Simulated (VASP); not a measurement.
Write the native input for VASP 6.6.1 that does the following.

```
Task                   : single point
Functional             : PBE
Potentials or basis    : VASP PAW PBE potentials, release 64 (B)
Cutoff                 : 520 eV
k mesh                 : 4 × 4 × 4
Occupations            : gaussian, width 0.1 eV
Spin                   : no spin polarisation
Dipole correction      : no
Further INCAR settings : ALGO = Normal; EDIFF = 1e-06; NBANDS = 22
```

The structure of B lies in POSCAR:

```
B
1.0
    3.8390553400      0.0000000000      0.0000000000
    0.0000000000      3.8390553400      0.0000000000
    0.0000000000      0.0000000000      4.7416385200
B
8
Direct
    0.7819384900      0.5000000000      0.1809069100
    0.5000000000      0.7819384900      0.6809069100
    0.5000000000      0.2180615100      0.6809069100
    0.7819384900      0.5000000000      0.8190930900
    0.2180615100      0.5000000000      0.8190930900
    0.2180615100      0.5000000000      0.1809069100
    0.5000000000      0.7819384900      0.3190930900
    0.5000000000      0.2180615100      0.3190930900
```

The input as run:

INCAR

```
SYSTEM = B
PREC = Accurate ; ENCUT = 520
EDIFF = 1E-6 ; ISMEAR = 0
SIGMA = 0.1 ; LREAL = .False.
LASPH = .True. ; NELM = 60
ALGO = Normal ; ISIF = 2
LWAVE = .False. ; LCHARG = .False.
GGA = PE ; NBANDS = 22
```

KPOINTS

```
Automatic mesh
0
Gamma
  4 4 4
  0 0 0
```

Potentials or basis: VASP PAW PBE potentials, release 64 (B).

Command:

```sh
$ cat potpaw_PBE.64/B/POTCAR > POTCAR
$ mpirun -np 1 vasp_std > vasp.out
```

Results of the run:

| Item | Value |
| --- | --- |
| Pressure | 21.3 GPa |
| Largest force | 1.330 eV/Å |
| Band gap on the k mesh | zero (band 12 reaches 5.00 eV, above the bottom of band 13 at 2.88 eV) |

Caveat: the k points lie up to 0.41 Å⁻¹ apart; forces of over 1 eV/Å act on the atoms, so gaps and moduli don't describe the material at rest.

It took 51 s on 1 thread of AMD EPYC 7R13, with other jobs on the host, peak memory 0.14 GiB.
